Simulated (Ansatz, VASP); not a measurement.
ZnS: VASP beside Ansatz

INCAR

```
SYSTEM = ZnS
ALGO = Normal
EDIFF = 1E-8
ENCUT = 520
GGA = PS
ISIF = 2
ISMEAR = -1
LASPH = .True.
LCHARG = .False.
LEFG = .True.
LREAL = .False.
LWAVE = .False.
NBANDS = 26
NELM = 100
PREC = Accurate
SIGMA = 0.03
```

KPOINTS

```
k-points
0
Gamma
  8 8 5
  0 0 0
```

Contents of POSCAR:

```
ZnS
1.0
    3.7982528711      0.0000000000      0.0000000000
   -1.8991264355      3.2893834763      0.0000000000
    0.0000000000      0.0000000000      6.2131503459
Zn S
2 2
Direct
    0.3333333333      0.6666666667      0.0000000000
    0.6666666667      0.3333333333      0.5000000000
    0.3333333333      0.6666666667      0.3850000000
    0.6666666667      0.3333333333      0.8850000000
```

Input for Ansatz:

```yaml
crystal:
  lattice:
    - [3.7982528711, 0.0, 0.0]
    - [-1.8991264355, 3.2893834763, 0.0]
    - [0.0, 0.0, 6.2131503459]
  atoms:
    - { symbol: Zn, position: [0.3333333333, 0.6666666667, 0.0] }
    - { symbol: Zn, position: [0.6666666667, 0.3333333333, 0.5] }
    - { symbol: S, position: [0.3333333333, 0.6666666667, 0.385] }
    - { symbol: S, position: [0.6666666667, 0.3333333333, 0.885] }
kpoints:
  mp_grid: { grid: [8, 8, 5] }
scf:
  occupations: { method: fermi_dirac, width: 0.03 }
hamiltonian:
  xc: pbesol
  pseudopotentials: { kind: paw }
output:
  forces: true
  stress: true
  eigenvalues: true
  efg: { contact_densities: true }
  write_density: true
  write_potential: true
  elf: true
  volumetric_format: npy
```

Change from the starting cell: volume scaled by 0.99, PAW files.

Alike in both runs: task electric field gradients; functional PBEsol; k mesh 8 × 8 × 5; occupations fermi-dirac, width 0.03 eV; no spin polarisation.

|  | VASP | Ansatz |
| --- | --- | --- |
| version | VASP 6.6.1 | Ansatz 0.2.0 |
| potentials or method | VASP PAW PBE potentials, release 64 (Zn, S) | PAW with Ansatz's default frozen-core files, scalar-relativistic |
| plane-wave cutoff (eV) | 520 | 420 |
| valence electrons in the cell | 36 | 36 |

VASP gave:

```
gap on the k mesh at the Fermi level (eV)                     : 2.16
pressure (GPa)                                                : -0.3
traceless stress, the component that is largest in VASP (GPa) : -1.33
rms of the force components (eV/Å)                            : 0.185
size of Vzz on the site where it differs most (V/Å²)          : 19.4
```

Q: What did Ansatz give for the same quantities?

A: gap on the k mesh at the Fermi level (eV): 2.16; pressure (GPa): -0.5; traceless stress, the component that is largest in VASP (GPa): -1.32; rms of the force components (eV/Å): 0.184; size of Vzz on the site where it differs most (V/Å²): 18.1.

VASP's potentials were made for PBE, not for PBEsol. Atom by atom the forces differ by 0.001 eV/Å (rms over components). The functional is the same, so the differences come from potentials, cutoffs and numerics.
